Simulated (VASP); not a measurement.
# CsAg2 (P6/mmm) in VASP: single point with PBE

Aim: the single point of CsAg2 with PBE.

Program: VASP 6.6.1. These are calculated values, not measurements. Logs are shortened: lines on timing, memory, paths and dates and some standing lists are left out, and cuts for length are marked.

### Step 1. The cell of the first run

Symmetry: P6/mmm, No. 191, hexagonal system. Conventional cell: a = 4.850 Å, b = 4.850 Å, c = 5.462 Å, α = 90.00°, β = 90.00°, γ = 120.00°. Within 5.1 Å of Cs (site symmetry 6/mmm) lie 12 Ag at 3.91 Å and 6 Cs at 4.85 Å. Ag (site symmetry -6m2) has 3 Ag at 2.80 Å within 3.7 Å.

### Step 2. Single point, PBE

INCAR reads:

```
SYSTEM = CsAg2
  ALGO = Fast
  EDIFF = 1E-6
  ENCUT = 520
  GGA = PE
  ISIF = 2
  ISMEAR = 0
  LASPH = .True.
  LCHARG = .True.
  LELF = .True.
  LREAL = .False.
  LVHAR = .True.
  LWAVE = .False.
  NBANDS = 40
  NELM = 60
  PREC = Accurate
  SIGMA = 0.2
```

KPOINTS reads:

```
k-points
0
Gamma
  6 6 2
  0 0 0
```

POSCAR reads:

```
CsAg2
1.0
    4.8502326448     -0.0000000032      0.0000000000
   -2.4251163196      4.2004246862      0.0000000000
    0.0000000000      0.0000000000     10.9236980549
Cs Ag
2 4
Direct
    0.0000000000      1.0000000000      0.2500000000
    0.0000000000      1.0000000000      0.7500000000
    0.3333333333      0.6666666667      0.0000046055
    0.3333333333      0.6666666667      0.5000046055
    0.6666666667      0.3333333333      0.4999953945
    0.6666666667      0.3333333333      0.9999953945
```

Potentials or basis: VASP PAW PBE potentials, release 64 (Cs_sv, Ag).

Run with:

```console
cat potpaw_PBE.64/Cs_sv/POTCAR potpaw_PBE.64/Ag/POTCAR > POTCAR
mpirun -np 1 vasp_std > vasp.out
```

OUTCAR:

```text
SYSTEM = CsAg2
   EDIFF = 1E-6
   ENCUT = 520
   GGA = PE
   ISIF = 2
   ISMEAR = 0
   LASPH = .True.
   LREAL = .False.
   NELM = 60
   PREC = Accurate

 ion  position               nearest neighbor table
   1  0.000  0.000  0.250-
   2  0.000  0.000  0.750-
   3  0.333  0.667  0.000-   6 2.80   6 2.80   6 2.80
   4  0.333  0.667  0.500-   5 2.80   5 2.80   5 2.80
   5  0.667  0.333  0.500-   4 2.80   4 2.80   4 2.80
   6  0.667  0.333  1.000-   3 2.80   3 2.80   3 2.80

  LATTYP: Found a hexagonal cell.
 ALAT       =     4.8502326448
 C/A-ratio  =     2.2522008437

  Lattice vectors:

 A1 = (   4.8502326448,  -0.0000000032,   0.0000000000)
 A2 = (  -2.4251163196,   4.2004246862,   0.0000000000)
 A3 = (   0.0000000000,   0.0000000000,  10.9236980549)

Analysis of symmetry for initial positions (statically):
=====================================================================
 Subroutine PRICEL returns following result:

  LATTYP: Found a hexagonal cell.
 ALAT       =     4.8502326448
 C/A-ratio  =     1.1261004219

  Lattice vectors:

 A1 = (   4.8502326448,  -0.0000000032,   0.0000000000)
 A2 = (  -2.4251163196,   4.2004246862,   0.0000000000)
 A3 = (   0.0000000000,   0.0000000000,   5.4618490274)

   2 primitive cells build up your supercell.

 Routine SETGRP: Setting up the symmetry group for a
 hexagonal supercell.

 Subroutine GETGRP returns: Found 24 space group operations
 (whereof 24 operations were pure point group operations)
 out of a pool of 24 trial point group operations.

The static configuration has the point symmetry D_6h.

Analysis of symmetry for dynamics (positions and initial velocities):
=====================================================================
 Subroutine PRICEL returns following result:

  LATTYP: Found a hexagonal cell.
 ALAT       =     4.8502326448
 C/A-ratio  =     1.1261004219

  Lattice vectors:

 A1 = (   4.8502326448,  -0.0000000032,   0.0000000000)
 A2 = (  -2.4251163196,   4.2004246862,   0.0000000000)
 A3 = (   0.0000000000,   0.0000000000,   5.4618490274)

   2 primitive cells build up your supercell.

 Routine SETGRP: Setting up the symmetry group for a
 hexagonal supercell.

 Subroutine GETGRP returns: Found 24 space group operations
 (whereof 24 operations were pure point group operations)
 out of a pool of 24 trial point group operations.

The dynamic configuration has the point symmetry D_6h.

 Subroutine INISYM returns: Found 24 space group operations
 (whereof 24 operations are pure point group operations),
 and found     2 'primitive' translations

----------------------------------------------------------------------------------------

                                     Primitive cell

  volume of cell :     111.2745

  direct lattice vectors                    reciprocal lattice vectors
     4.850232645 -0.000000003  0.000000000     0.206175677  0.119035583  0.000000000
    -2.425116320  4.200424686  0.000000000     0.000000000  0.238071165  0.000000000
     0.000000000  0.000000000  5.461849027     0.000000000  0.000000000  0.183088180

  length of vectors
     4.850232645  4.850232645  5.461849027     0.238071165  0.238071165  0.183088180

  position of ions in fractional coordinates (direct lattice)
     0.000000000  0.000000000  0.500000000
     0.333333333  0.666666667  0.000009211
     0.666666667  0.333333333  0.999990789

  ion indices of the primitive-cell ions
   primitive index   ion index
                 1           1
                 2           3
                 3           5

----------------------------------------------------------------------------------------

 KPOINTS: k-points

Automatic generation of k-mesh.
 Grid dimensions read from file:
 generate k-points for:    6    6    2

 Generating k-lattice:

  Cartesian coordinates                     Fractional coordinates (reciprocal lattice)
     0.034362613  0.019839264  0.000000000     0.166666667  0.000000000  0.000000000
     0.000000000  0.039678528  0.000000000     0.000000000  0.166666667  0.000000000
     0.000000000  0.000000000  0.045772045     0.000000000  0.000000000  0.500000000

  Length of vectors
     0.039678528  0.039678528  0.045772045

  Shift w.r.t. Gamma in fractional coordinates (k-lattice)
     0.000000000  0.000000000  0.000000000

 Subroutine IBZKPT returns following result:
 ===========================================

 Found     14 irreducible k-points:

 Following reciprocal coordinates:
            Coordinates               Weight
  0.000000  0.000000  0.000000      1.000000
  0.166667  0.000000  0.000000      6.000000
  0.333333  0.000000  0.000000      6.000000
  0.500000  0.000000  0.000000      3.000000
  0.166667  0.166667  0.000000      6.000000
  0.333333  0.166667  0.000000     12.000000
  0.333333  0.333333  0.000000      2.000000
  0.000000  0.000000  0.500000      1.000000
  0.166667  0.000000  0.500000      6.000000
  0.333333  0.000000  0.500000      6.000000
  0.500000  0.000000  0.500000      3.000000
  0.166667  0.166667  0.500000      6.000000
  0.333333  0.166667  0.500000     12.000000
  0.333333  0.333333  0.500000      2.000000
   k-points           NKPTS =     14   k-points in BZ     NKDIM =     14   number of bands    NBANDS=     40
   number of dos      NEDOS =    301   number of ions     NIONS =      6
   total plane-waves  NPLWV = 108864
   dimension x,y,z NGX =    36 NGY =   36 NGZ =   84
   dimension x,y,z NGXF=    72 NGYF=   72 NGZF=  168
   ions per type =               2   4
   NGX,Y,Z   is equivalent  to a cutoff of  12.34, 12.34, 12.78 a.u.
   NGXF,Y,Z  is equivalent  to a cutoff of  24.68, 24.68, 25.57 a.u.
 SYSTEM =  CsAg2
   PREC   = accura    normal or accurate (medium, high low for compatibility)
   ISTART =      0    job   : 0-new  1-cont  2-samecut
   ICHARG =      2    charge: 1-file 2-atom 10-const
   ISPIN  =      1    spin polarized calculation?
   LNONCOLLINEAR =      F non collinear calculations
   LSORBIT =      F    spin-orbit coupling
   LASPH  =      T    aspherical Exc in radial PAW
   ENCUT  =  520.0 eV  38.22 Ry    6.18 a.u.   9.02  9.02 20.31*2*pi/ulx,y,z
   NELM   =     60;   NELMIN=  2; NELMDL= -5     # of ELM steps
   EDIFF  = 0.1E-05   stopping-criterion for ELM
   LREAL  =      F    real-space projection
   EDIFFG = 0.1E-04   stopping-criterion for IOM
   NSW    =      0    number of steps for IOM
   IBRION =     -1    ionic relax: 0-MD 1-quasi-New 2-CG
   NFREE  =      0    steps in history (QN), initial steepest desc. (CG)
   ISIF   =      2    stress and relaxation
   ISYM   =      2    0-nonsym 1-usesym 2-fastsym
   POTIM  = 0.5000    time-step for ionic-motion
   TEBEG  =    0.0;   TEEND  =   0.0 temperature during run
   PSTRESS=    0.0 pullay stress
   NELECT =      62.0000    total number of electrons
   NUPDOWN=      -1.0000    fix difference up-down
   EMIN   =  10.00;   EMAX   =-10.00  energy-range for DOS
   EFERMI =   0.00;   METHOD = LEGACY
   ISMEAR =     0;   SIGMA  =   0.20  broadening in eV -4-tet -1-fermi 0-gaus
   EFERMI_NEDOS =   21; number of points for ismear=-14 and -15
   IALGO  =     68    algorithm
   IMIX   =      4    mixing-type and parameters
     AMIX     =   0.40;   BMIX     =  1.00
     AMIX_MAG =   1.60;   BMIX_MAG =  1.00
  volume/ion in A,a.u.               =      37.09       250.31
  Fermi-wavevector in a.u.,A,eV,Ry     =   1.069211  2.020517 15.554357  1.143213
  Thomas-Fermi vector in A             =   2.204884
   LORBIT       =      0    0 simple, 1 ext, 2 COOP (PROOUT), +10 PAW based schemes
   GGA     = PE    functional components
   LHFCALC =     F    Hartree Fock is set to
   AEXX    =    0.0000 exact exchange contribution
   IVDW    =     0    specifies the selected vdW correction
   LEPSILON=     F    determine dielectric tensor
   LRPA    =     F    only Hartree local field effects (RPA)
 non-spin polarized calculation
 RMM-DIIS sequential band-by-band and
 Gauss-broadening in eV      SIGMA  =   0.20
  energy-cutoff  :      520.00
  volume of cell :      222.55
 maximum number of plane-waves:      6042
 NGX is ok and might be reduce to    36
   NGX = 17   NGY = 17   NGZ = 41

 number of electron      62.0000020 magnetization

 Free energy of the ion-electron system (eV)
  ---------------------------------------------------
  ext. energy  EPLUGINS =         0.00000000
  ---------------------------------------------------
  free energy    TOTEN  =       -12.13705834 eV

  energy without entropy =      -12.11956005  energy(sigma->0) =      -12.12830920

 E-fermi :   2.7273     XC(G=0):  -8.3564

 val. band max:        2.6838078230   @ k =   0.1667   0.0000   0.0000
 cond. band min:       3.0892346071   @ k =   0.3333   0.0000   0.5000
 fundamental gap:      0.4054267841
 Fermi energy:         2.7272591388

 k-point     1 :       0.0000    0.0000    0.0000
  band No.  band energies     occupation
      1     -19.6047      2.00000
      2     -19.6016      2.00000
      3      -6.5568      2.00000
      4      -6.3834      2.00000
      5      -6.3557      2.00000
      6      -6.3557      2.00000
[... 32 lines left out ...]
     39       7.5661      0.00000
     40       7.5970      0.00000

 k-point     2 :       0.1667    0.0000    0.0000
  band No.  band energies     occupation
      1     -19.5991      2.00000
      2     -19.5962      2.00000
      3      -6.5240      2.00000
      4      -6.4581      2.00000
      5      -6.4406      2.00000
      6      -6.3753      2.00000
[... 32 lines left out ...]
     39       7.3402      0.00000
     40       7.7291      0.00000

 k-point     3 :       0.3333    0.0000    0.0000
  band No.  band energies     occupation
      1     -19.5879      2.00000
      2     -19.5855      2.00000
      3      -6.6471      2.00000
      4      -6.6138      2.00000
      5      -6.4592      2.00000
      6      -6.4159      2.00000
[... 32 lines left out ...]
     39       7.6023      0.00000
     40       8.3214      0.00000

 k-point     4 :       0.5000    0.0000    0.0000
  band No.  band energies     occupation
      1     -19.5822      2.00000
      2     -19.5801      2.00000
      3      -6.7350      2.00000
      4      -6.6960      2.00000
      5      -6.4377      2.00000
      6      -6.4329      2.00000
[... 32 lines left out ...]
     39       7.9519      0.00000
     40       8.1968      0.00000
[... 342 lines left out ...]
     39       7.0395      0.00000
     40       7.0395      0.00000

 k-point    13 :       0.3333    0.1667    0.5000
  band No.  band energies     occupation
      1     -19.5812      2.00000
      2     -19.5812      2.00000
      3      -6.6707      2.00000
      4      -6.6707      2.00000
      5      -6.4851      2.00000
      6      -6.4851      2.00000
[... 32 lines left out ...]
     39       7.8633      0.00000
     40       7.8634      0.00000

 k-point    14 :       0.3333    0.3333    0.5000
  band No.  band energies     occupation
      1     -19.5784      2.00000
      2     -19.5784      2.00000
      3      -6.6063      2.00000
      4      -6.6063      2.00000
      5      -6.6063      2.00000
      6      -6.6063      2.00000
[... 32 lines left out ...]
     39       8.3852      0.00000
     40       8.3955      0.00000

------------------------ aborting loop because EDIFF is reached ----------------------------------------

  FORCE on cell =-STRESS in cart. coord.  units (eV):
  Direction    XX          YY          ZZ          XY          YZ          ZX
  --------------------------------------------------------------------------------------
  -------------------------------------------------------------------------------------
  Total        0.0183757      0.0183757     -0.0513583      0.0000000     -0.0000000      0.0000000
  in kB        0.1322906      0.1322906     -0.3697393      0.0000000     -0.0000000      0.0000000
  external PRESSURE =      -0.0350527 kB  Pullay stress =       0.0000000 kB

 VOLUME and BASIS-vectors are now :
 -----------------------------------------------------------------------------
  energy-cutoff  :      520.00
  volume of cell :      222.55
      direct lattice vectors                 reciprocal lattice vectors
     4.850232645 -0.000000003  0.000000000     0.206175677  0.119035583  0.000000000
    -2.425116320  4.200424686  0.000000000     0.000000000  0.238071165  0.000000000
     0.000000000  0.000000000 10.923698055     0.000000000  0.000000000  0.091544090

 POSITION                                       TOTAL-FORCE (eV/Angst)
 -----------------------------------------------------------------------------------
      0.00000      0.00000      2.73092         0.000000     -0.000000     -0.000000
      0.00000      0.00000      8.19277        -0.000000     -0.000000     -0.000000
      0.00000      2.80028      0.00005         0.000000     -0.000000      0.000000
      0.00000      2.80028      5.46190        -0.000000     -0.000000      0.000000
      2.42512      1.40014      5.46180         0.000000      0.000000     -0.000000
      2.42512      1.40014     10.92365        -0.000000      0.000000     -0.000000
 -----------------------------------------------------------------------------------
    total drift:                                0.000000     -0.000000     -0.000000

  FREE ENERGIE OF THE ION-ELECTRON SYSTEM (eV)
  ---------------------------------------------------
  free  energy   TOTEN  =       -12.1370583423 eV

  energy  without entropy=      -12.1195600528  energy(sigma->0) =      -12.12830920
```

Run time: 80 s. Hardware: 1 thread of AMD EPYC 9R45 (Zen 5), shared host; peak memory 0.34 GiB.

Results:

```yaml
Free_energy: -12.1371 eV
Pressure: 0.0 GPa
Band_gap_on_the_k_mesh: zero (band 31 reaches 3.81 eV, above the bottom of band 32 at 1.74 eV)
```

Caveat: spin-orbit coupling is left out, which moves the levels of the heavy elements.
